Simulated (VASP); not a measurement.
# Si3Ge (R-3m) in VASP: notebook, part 2 of 2

VASP 6.6.1.

**4. Relaxation of cell and atoms, PBE**

File INCAR:

```
ALGO     = Normal         # electronic algorithm
EDIFF    = 1E-6           # SCF threshold, eV
EDIFFG   = -0.04          # ionic threshold
ENCUT    = 600            # plane-wave cutoff, eV
GGA      = PE             # functional
IBRION   = 2              # ionic algorithm
ISIF     = 3              # what is computed and relaxed
ISMEAR   = 0              # smearing method
LASPH    = T              # aspherical terms in the spheres
LCHARG   = F              # write CHGCAR
LREAL    = F              # projectors in reciprocal space
LWAVE    = F              # write WAVECAR
NELM     = 100            # most SCF steps
NSW      = 90             # ionic steps
PREC     = Accurate       # precision mode
SIGMA    = 0.1            # smearing width, eV
```

File KPOINTS:

```
k-points
0
Gamma
  6 6 6
```

File POSCAR:

```
Si3Ge
1.0
    2.5966837800      1.4991960800      3.1235229900
   -2.5966837800      1.4991960800      3.1235229900
    0.0000000000     -2.9983921600      3.1235229900
Si Ge
3 1
Direct
    0.0000000000      0.0000000000      0.5000000000
    0.5000000000      0.0000000000      0.0000000000
    0.0000000000      0.5000000000      0.0000000000
    0.0000000000      0.0000000000      0.0000000000
```

Command:

```console
$ cat potpaw_PBE.64/Si/POTCAR potpaw_PBE.64/Ge_d/POTCAR > POTCAR
$ mpirun -np 1 vasp_std > vasp.out
```

Wall time 3.4 min (1 thread of Intel Xeon Platinum 8488C (Sapphire Rapids), shared host); peak memory 0.23 GiB.

The run converged. Its results:

```
Free energy                            : -18.1211 eV
Relaxed volume                         : 22.74 Å³/atom
Relaxed cell                           : a = 5.186 Å, b = 5.186 Å, c = 5.186 Å, α = 56.64°, β = 56.64°, γ = 56.64°
Space group after relaxing (to 0.05 Å) : R-3m (No. 166)
Energy gained by relaxing              : 1084.8 meV/atom
Ionic steps                            : 8
Pressure after relaxing                : 0.2 GPa
Band gap on the k mesh                 : zero (band 13 reaches 6.04 eV, above the bottom of band 14 at 3.92 eV)
```

Stress tensor (GPa, compression positive):
```
0.22 0.00 0.00
0.00 0.22 0.00
0.00 0.00 0.08
```

The path:
| step | energy change (eV) | largest force (eV/Å) | pressure (GPa) | volume (Å³) |
| --- | --- | --- | --- | --- |
| 1 | 0.0000 | 0.0000 | 33.69 | 72.96 |
| 2 | -3.0276 | 0.0000 | -7.83 | 119.61 |
| 3 | -3.3806 | 0.0000 | -3.18 | 102.58 |
| 4 | -3.3795 | 0.0000 | -4.14 | 104.86 |
| 5 | -4.0238 | 0.0000 | -3.54 | 98.95 |
| 6 | -4.3367 | 0.0000 | -0.77 | 92.38 |
| 7 | -4.3373 | 0.0000 | -0.51 | 92.05 |
| 8 | -4.3391 | 0.0000 | 0.18 | 90.95 |

Final structure:
```
Si Ge
1.0
     2.45999    1.42028    4.33868
    -2.45999    1.42028    4.33868
     0.00000   -2.84056    4.33868
Si Ge
3 1
Direct
  0.00000 0.00000 0.50000
  0.50000 0.00000 0.00000
  0.00000 0.50000 0.00000
  0.00000 0.00000 0.00000
```

Levels at points of the mesh, in eV from the Fermi level:
| k point | band 11 | band 12 | band 13 | band 14 | band 15 | band 16 |
| --- | --- | --- | --- | --- | --- | --- |
| (0.00, 0.00, 0.00) | -3.47 | -2.72 | -2.72 | -0.32 | -0.32 | 1.88 |
| (0.50, 0.00, 0.00) | -2.65 | -1.84 | 1.27 | 1.51 | 1.83 | 2.17 |
| (0.50, 0.50, 0.00) | -3.49 | 1.02 | 1.56 | 1.97 | 2.13 | 2.16 |
| (0.50, 0.50, 0.50) | -2.22 | -2.22 | 0.95 | 2.28 | 2.28 | 2.56 |

Caveat: the volume moved by over 15 % at a fixed basis, so the end points are rough.

**5. Single point, PBE**

This run uses another cell than the first one, of 22.90 Å³/atom, 1.256 times its volume.

File INCAR:

```
SYSTEM = Si3Ge
PREC = Accurate
ENCUT = 520
EDIFF = 1E-6
ISMEAR = 0
SIGMA = 0.1
LREAL = .FALSE.
LASPH = .TRUE.
NELM = 80
ALGO = Normal
ISIF = 2
LWAVE = .FALSE.
LCHARG = .FALSE.
GGA = PE
NBANDS = 21
```

File KPOINTS:

```
Automatic mesh
0
G
  12 12 12
  0 0 0
```

File POSCAR:

```
Si3Ge
1.0
    2.4754855378      1.4292222416      4.3151081973
   -2.4754855378      1.4292222416      4.3151081973
    0.0000000000     -2.8584444832      4.3151081973
Si Ge
3 1
Direct
    0.0000000000      0.0000000000      0.5000000000
    0.5000000000      0.0000000000      0.0000000000
    0.0000000000      0.5000000000      0.0000000000
    0.0000000000      0.0000000000      0.0000000000
```

Command:

```console
$ cat potpaw_PBE.64/Si/POTCAR potpaw_PBE.64/Ge_d/POTCAR > POTCAR
$ mpirun -np 1 vasp_std > vasp.out
```

It took 6.5 min on 1 thread of Intel Xeon Platinum 8488C (Sapphire Rapids), shared host; peak memory 0.47 GiB.

The run converged. Its results:

- Free energy: -18.1934 eV
- Pressure: 0.0 GPa
- Band gap on the k mesh: zero (band 13 reaches 5.96 eV, above the bottom of band 14 at 3.88 eV)

Levels at points of the mesh, in eV from the Fermi level:
```
           k point  band 11  band 12  band 13  band 14  band 15  band 16
(0.00, 0.00, 0.00)    -3.39    -2.75    -2.75    -0.36    -0.36     1.88
(0.50, 0.00, 0.00)    -2.59    -1.92     1.27     1.52     1.80     2.17
(0.50, 0.50, 0.00)    -3.51     1.02     1.52     2.00     2.11     2.13
(0.50, 0.50, 0.50)    -2.20    -2.20     0.94     2.22     2.22     2.53
```

**6. Single point, PBE**

This run uses another cell than the first one, of 22.90 Å³/atom, 1.256 times its volume.

File INCAR:

```
PREC = Accurate
ENCUT = 520
EDIFF = 1E-7
ISMEAR = 0
SIGMA = 0.1
LREAL = False
LASPH = True
NELM = 60
ALGO = Normal
ISIF = 2
LWAVE = False
LCHARG = False
GGA = PE
NBANDS = 21
```

File KPOINTS:

```
regular mesh
0
Gamma
  12 12 12
```

POSCAR is that of step 5.

Potentials or basis: VASP PAW PBE potentials, release 64 (Si, Ge_d).

Command:

```console
$ cat potpaw_PBE.64/Si/POTCAR potpaw_PBE.64/Ge_d/POTCAR > POTCAR
$ mpirun -np 1 vasp_std > vasp.out
```

OUTCAR:

```text
PREC = Accurate
   ENCUT = 520
   EDIFF = 1E-7
   ISMEAR = 0
   LREAL = False
   LASPH = True
   NELM = 60
   ISIF = 2
   GGA = PE

 ion  position               nearest neighbor table
   1  0.000  0.000  0.500-   2 2.48   3 2.48   3 2.48   2 2.48   4 2.59   4 2.59
   2  0.500  0.000  0.000-   1 2.48   1 2.48   3 2.48   3 2.48   4 2.59   4 2.59
   3  0.000  0.500  0.000-   1 2.48   1 2.48   2 2.48   2 2.48   4 2.59   4 2.59
   4  0.000  0.000  0.000-   1 2.59   1 2.59   3 2.59   2 2.59   3 2.59   2 2.59

  LATTYP: Found a trigonal (rhomboedric) cell.
 ALAT       =     5.1759891439
 COS(alpha) =     0.5425284728

  Lattice vectors:

 A1 = (   2.4754855378,   1.4292222416,   4.3151081973)
 A2 = (  -2.4754855378,   1.4292222416,   4.3151081973)
 A3 = (   0.0000000000,  -2.8584444832,   4.3151081973)

Analysis of symmetry for initial positions (statically):
=====================================================================
 Subroutine PRICEL returns:
 Original cell was already a primitive cell.

 Routine SETGRP: Setting up the symmetry group for a
 trigonal (rhombohedral) supercell.

 Subroutine GETGRP returns: Found 12 space group operations
 (whereof 12 operations were pure point group operations)
 out of a pool of 12 trial point group operations.

The static configuration has the point symmetry D_3d.

Analysis of symmetry for dynamics (positions and initial velocities):
=====================================================================
 Subroutine PRICEL returns:
 Original cell was already a primitive cell.

 Routine SETGRP: Setting up the symmetry group for a
 trigonal (rhombohedral) supercell.

 Subroutine GETGRP returns: Found 12 space group operations
 (whereof 12 operations were pure point group operations)
 out of a pool of 12 trial point group operations.

[... 114 lines left out ...]
   PSTRESS=    0.0 pullay stress
   NELECT =      26.0000    total number of electrons
   NUPDOWN=      -1.0000    fix difference up-down
   EMIN   =  10.00;   EMAX   =-10.00  energy-range for DOS
   EFERMI =   0.00;   METHOD = LEGACY
   ISMEAR =     0;   SIGMA  =   0.10  broadening in eV -4-tet -1-fermi 0-gaus
   EFERMI_NEDOS =   21; number of points for ismear=-14 and -15
   IALGO  =     38    algorithm
   IMIX   =      4    mixing-type and parameters
     AMIX     =   0.40;   BMIX     =  1.00
     AMIX_MAG =   1.60;   BMIX_MAG =  1.00
  volume/ion in A,a.u.               =      22.90       154.54
  Fermi-wavevector in a.u.,A,eV,Ry     =   1.075883  2.033123 15.749064  1.157524
  Thomas-Fermi vector in A             =   2.211752
   LORBIT       =      0    0 simple, 1 ext, 2 COOP (PROOUT), +10 PAW based schemes
   GGA     = PE    functional components
   LHFCALC =     F    Hartree Fock is set to
   AEXX    =    0.0000 exact exchange contribution
   IVDW    =     0    specifies the selected vdW correction
   LEPSILON=     F    determine dielectric tensor
   LRPA    =     F    only Hartree local field effects (RPA)
 non-spin polarized calculation
 Gauss-broadening in eV      SIGMA  =   0.10
  energy-cutoff  :      520.00
  volume of cell :       91.60
 maximum number of plane-waves:      2484
   NGX = 19   NGY = 19   NGZ = 19

 number of electron      26.0000005 magnetization

 Free energy of the ion-electron system (eV)
  ---------------------------------------------------
  ext. energy  EPLUGINS =         0.00000000
  ---------------------------------------------------
  free energy    TOTEN  =       -18.19340600 eV

  energy without entropy =      -18.18407610  energy(sigma->0) =      -18.18874105

 E-fermi :   4.4390     XC(G=0):  -9.0082

 val. band max:        4.4283033531   @ k =   0.2500   0.0833   0.0000
 cond. band min:       4.4459984945   @ k =  -0.1667   0.0833   0.0833
 fundamental gap:      0.0176951413
 Fermi energy:         4.4389986012

 k-point     1 :       0.0000    0.0000    0.0000
  band No.  band energies     occupation
      1     -19.9493      2.00000
      2     -19.9457      2.00000
      3     -19.9457      2.00000
      4     -19.9213      2.00000
      5     -19.9213      2.00000
      6      -8.0229      2.00000
[... 565 lines left out ...]
     20      11.7766      0.00000
     21      11.8842      0.00000

 [... further k-points ...]
[... 5 lines left out ...]
  --------------------------------------------------------------------------------------
  -------------------------------------------------------------------------------------
  Total       -0.0301016     -0.0301016     -0.0172727      0.0000000      0.0000000      0.0000000
  in kB       -0.5264984     -0.5264984     -0.3021113      0.0000000      0.0000000      0.0000000
  external PRESSURE =      -0.4517027 kB  Pullay stress =       0.0000000 kB

 VOLUME and BASIS-vectors are now :
 -----------------------------------------------------------------------------
  energy-cutoff  :      520.00
  volume of cell :       91.60
      direct lattice vectors                 reciprocal lattice vectors
     2.475485538  1.429222242  4.315108197     0.201980578  0.116613541  0.077247966
    -2.475485538  1.429222242  4.315108197    -0.201980578  0.116613541  0.077247966
     0.000000000 -2.858444483  4.315108197     0.000000000 -0.233227082  0.077247966

 POSITION                                       TOTAL-FORCE (eV/Angst)
 -----------------------------------------------------------------------------------
      0.00000     -1.42922      2.15755         0.000000     -0.000000      0.000000
      1.23774      0.71461      2.15755         0.000000     -0.000000      0.000000
     -1.23774      0.71461      2.15755         0.000000     -0.000000      0.000000
      0.00000      0.00000      0.00000        -0.000000      0.000000     -0.000000
 -----------------------------------------------------------------------------------
    total drift:                                0.000000      0.000000     -0.000000

  FREE ENERGIE OF THE ION-ELECTRON SYSTEM (eV)
  ---------------------------------------------------
  free  energy   TOTEN  =       -18.1934059956 eV

  energy  without entropy=      -18.1840760959  energy(sigma->0) =      -18.18874105
```

OSZICAR:

```text
N       E                     dE             d eps       ncg     rms          rms(c)
DAV:   1     0.154390382446E+03    0.15439E+03   -0.11944E+04  9735   0.186E+03
DAV:   2     0.317712157297E+01   -0.15121E+03   -0.14461E+03  8580   0.521E+02
DAV:   3    -0.177335845789E+02   -0.20911E+02   -0.20666E+02  9639   0.105E+02
DAV:   4    -0.185375266735E+02   -0.80394E+00   -0.80281E+00  9962   0.225E+01
DAV:   5    -0.185570702141E+02   -0.19544E-01   -0.19542E-01 10237   0.370E+00    0.527E+00
DAV:   6    -0.182486089920E+02    0.30846E+00   -0.43807E-01 10021   0.375E+00    0.294E+00
DAV:   7    -0.181868509502E+02    0.61758E-01   -0.27358E-01  9343   0.223E+00    0.705E-01
DAV:   8    -0.181917551082E+02   -0.49042E-02   -0.29503E-02  9432   0.100E+00    0.246E-01
DAV:   9    -0.181929222364E+02   -0.11671E-02   -0.16893E-03  9815   0.257E-01    0.121E-01
DAV:  10    -0.181933105599E+02   -0.38832E-03   -0.36806E-04  9817   0.105E-01    0.354E-02
DAV:  11    -0.181933975465E+02   -0.86987E-04   -0.12254E-04  9378   0.663E-02    0.985E-03
DAV:  12    -0.181934048869E+02   -0.73404E-05   -0.18782E-05  9867   0.292E-02    0.415E-03
DAV:  13    -0.181934059775E+02   -0.10906E-05   -0.40219E-06  9360   0.104E-02    0.219E-03
DAV:  14    -0.181934059956E+02   -0.18164E-07   -0.34516E-07 10228   0.381E-03
   1 F= -.18193406E+02 E0= -.18188741E+02  d E =-.932990E-02
```

stdout:

```text
POSCAR found type information on POSCAR SiGe
 POSCAR found :  2 types and       4 ions
 scaLAPACK will be used
 LDA part: xc-table for (Slater+PW92), standard interpolation
 POSCAR, INCAR and KPOINTS ok, starting setup
 FFT: planning ... GRIDC
 FFT: planning ... GRID_SOFT
 FFT: planning ... GRID
 WAVECAR not read
 entering main loop
```

It took 6.2 min on 1 thread of Intel Xeon Platinum 8488C (Sapphire Rapids), shared host; peak memory 0.46 GiB.

What came out:

```yaml
Free_energy: -18.1934 eV
Pressure: 0.0 GPa
Band_gap_on_the_k_mesh: zero (band 13 reaches 5.96 eV, above the bottom of band 14 at 3.88 eV)
```

Levels at points of the mesh, in eV from the Fermi level:
| k point | band 11 | band 12 | band 13 | band 14 | band 15 | band 16 |
| --- | --- | --- | --- | --- | --- | --- |
| (0.00, 0.00, 0.00) | -3.39 | -2.75 | -2.75 | -0.36 | -0.36 | 1.88 |
| (0.50, 0.00, 0.00) | -2.59 | -1.92 | 1.27 | 1.52 | 1.80 | 2.17 |
| (0.50, 0.50, 0.00) | -3.51 | 1.02 | 1.52 | 2.00 | 2.11 | 2.13 |
| (0.50, 0.50, 0.50) | -2.20 | -2.20 | 0.94 | 2.22 | 2.22 | 2.53 |

**7. Overview**

| task | cell | k mesh | cutoff (eV) | gap on the mesh (eV) | pressure (GPa) |
| --- | --- | --- | --- | --- | --- |
| single point | a = 4.330 Å, angles 73.7°, 4 atoms | 6 × 6 × 6 | 520 | none | 33.7 |
| single point | a = 5.194 Å, angles 56.7°, 4 atoms | 6 × 6 × 6 | 520 | none | -0.1 |
| relaxation of cell and atoms | relaxed from a = 4.330 Å, angles 73.7°, 4 atoms | 6 × 6 × 6 | 600 | none | 0.2 |
| single point | a = 5.176 Å, angles 57.1°, 4 atoms | 12 × 12 × 12 | 520 | none | 0.0 |

Alike in all rows: level PBE; potentials or basis VASP PAW PBE potentials, release 64 (Si, Ge_d); no spin polarisation; smearing gaussian 0.1 eV.

Caveats: the volume moved by over 15 % at a fixed basis, so the end points are rough (some runs).

Absolute energies hang on the potentials; compare differences alone.
